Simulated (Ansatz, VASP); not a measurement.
**Sn in VASP and in Ansatz**

INCAR

```
PREC = Accurate
ENCUT = 520
EDIFF = 1E-7
ISMEAR = 0
SIGMA = 0.1
LREAL = False
LASPH = True
NELM = 100
ALGO = Normal
ISIF = 2
LWAVE = False
LCHARG = False
LDIPOL = True
IDIPOL = 3
DIPOL = 0.5 0.5 0.500
GGA = PE
NBANDS = 58
```

The input KPOINTS:

```
Automatic mesh
0
Gamma
  8 8 1
```

POSCAR

```
Sn
1.0
    4.6255804284      0.0000000000      0.0000000000
    0.0000000000      4.6255804284      0.0000000000
    0.0000000000      0.0000000000     24.8123378634
Sn
7
Direct
    0.0000000000      0.0000000000      0.3022689777
    0.5000000000      0.0000000000      0.3681793185
    0.5000000000      0.5000000000      0.4340896592
    0.0000000000      0.5000000000      0.5000000000
    0.0000000000      0.0000000000      0.5659103408
    0.5000000000      0.0000000000      0.6318206815
    0.5000000000      0.5000000000      0.6977310223
```

Input for Ansatz:

```yaml
crystal:
  lattice:
    - [4.6255804284, 0.0, 0.0]
    - [0.0, 4.6255804284, 0.0]
    - [0.0, 0.0, 24.8123378634]
  atoms:
    - { symbol: Sn, position: [0.0, 0.0, 0.3022689777] }
    - { symbol: Sn, position: [0.5, 0.0, 0.3681793185] }
    - { symbol: Sn, position: [0.5, 0.5, 0.4340896592] }
    - { symbol: Sn, position: [0.0, 0.5, 0.5] }
    - { symbol: Sn, position: [0.0, 0.0, 0.5659103408] }
    - { symbol: Sn, position: [0.5, 0.0, 0.6318206815] }
    - { symbol: Sn, position: [0.5, 0.5, 0.6977310223] }
basis:
  ecutwfc: 420
kpoints:
  mp_grid: { grid: [8, 8, 1] }
hamiltonian:
  xc: pbe
scf:
  occupations: { method: gaussian, width: 0.1 }
output:
  forces: true
  stress: true
  eigenvalues: true
  write_density: true
  write_potential: true
  elf: true
  volumetric_format: npy
efield:
  axis: 3
  dipole_correction: true
  ramp_width: 0.04
```

Alike in both runs: task single point; functional PBE; k mesh 8 × 8 × 1; occupations gaussian, width 0.1 eV; no spin polarisation.

|  | VASP | Ansatz |
| --- | --- | --- |
| version | VASP 6.6.1 | Ansatz 0.2.0 |
| potentials or method | VASP PAW PBE potentials, release 64 (Sn_d), cutoff 520 eV | scalar-relativistic, plane waves, PAW |
| valence electrons in the cell | 98 | 98 |

VASP gave:

```
gap on the k mesh at the Fermi level (eV) : none
rms of the force components (eV/Å)        : 0.116
```

**Question.** Which values does Ansatz return?

**Answer.** gap on the k mesh at the Fermi level (eV): none; rms of the force components (eV/Å): 0.115.

Atom by atom the forces differ by 0.001 eV/Å (rms over components). A gap of «none» marks a metal or a gap that the smearing closes. Ansatz's warnings: xc potential rough in thin density.
